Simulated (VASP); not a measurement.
Wanted: the native input for a VASP 6.6.1 run.

```yaml
Task: single point
Functional: PBE
Potentials_or_basis: VASP PAW PBE potentials, release 64 (Ga_d, B, As)
Cutoff: 520 eV
k_mesh: 8 × 8 × 8
Occupations: gaussian, width 0.02 eV
Spin: no spin polarisation
Dipole_correction: no
Further_INCAR_settings: ALGO = Normal; EDIFF = 1e-06; NBANDS = 41
```

The structure of Ga3BAs4 lies in POSCAR:

```
Ga3BAs4
1.0
   -2.7587038000      2.7587038000      5.4755627000
    2.7587038000     -2.7587038000      5.4755627000
    2.7587038000      2.7587038000     -5.4755627000
Ga B As
3 1 4
Direct
    0.0000000000      0.0000000000      0.0000000000
    0.2500000000      0.7500000000      0.5000000000
    0.7500000000      0.2500000000      0.5000000000
    0.5000000000      0.5000000000      0.0000000000
    0.6056690000      0.6056690000      0.4407040000
    0.1649650000      0.1649650000      0.5592960000
    0.8350350000      0.3943310000      0.0000000000
    0.3943310000      0.8350350000      0.0000000000
```

The input as run:

INCAR

```
SYSTEM = Ga3BAs4
ALGO = Normal ; EDIFF = 1E-6
ENCUT = 520 ; GGA = PE
ISIF = 2 ; ISMEAR = 0
LASPH = .True. ; LCHARG = .False.
LREAL = .False. ; LWAVE = .False.
NBANDS = 41 ; NELM = 80
PREC = Accurate ; SIGMA = 0.02
```

KPOINTS

```
k-points
0
Gamma
  8 8 8
  0 0 0
```

Potentials or basis: VASP PAW PBE potentials, release 64 (Ga_d, B, As).

Command:

```sh
$ cat potpaw_PBE.64/Ga_d/POTCAR potpaw_PBE.64/B/POTCAR potpaw_PBE.64/As/POTCAR > POTCAR
$ mpirun -np 1 vasp_std > vasp.out
```

It gave:

```yaml
Pressure: 0.2 GPa
Largest_force: 0.013 eV/Å
Band_gap_on_the_k_mesh: 0.66 eV
```

Caveat: semilocal functionals underestimate gaps, and a narrow one can read as zero.

Run time: 19 min on 1 thread of Intel Xeon 8259CL (shared host), peak memory 0.57 GiB.
